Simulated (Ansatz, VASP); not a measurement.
# One calculation of K, two programs

```
K
1.0
    -2.74890    2.74890    2.68345
     2.74890   -2.74890    2.68345
     2.74890    2.74890   -2.68345
K
1
Cartesian
  0.0000 0.0000 0.0000
```

Change from the starting cell: strain +0.050 along x and y, +0.025 along z, atoms carried along.

Alike in both runs: task single point; functional PBE; k mesh 14 × 14 × 14; occupations gaussian, width 0.15 eV; no spin polarisation.

```csv
,VASP,Ansatz
version,VASP 6.6.1,Ansatz 0.2.0
potentials or method,"VASP PAW PBE potentials, release 64 (K_sv), cutoff 520 eV","scalar-relativistic, plane waves, PAW"
valence electrons in the cell,9,9
```

|  | VASP | Ansatz | Ansatz less VASP |
| --- | --- | --- | --- |
| gap on the k mesh at the Fermi level (eV) | none | none | - |
| pressure (GPa) | -0.3 | -0.3 | +0.01 |

A gap of «none» marks a metal or a gap that the smearing closes.
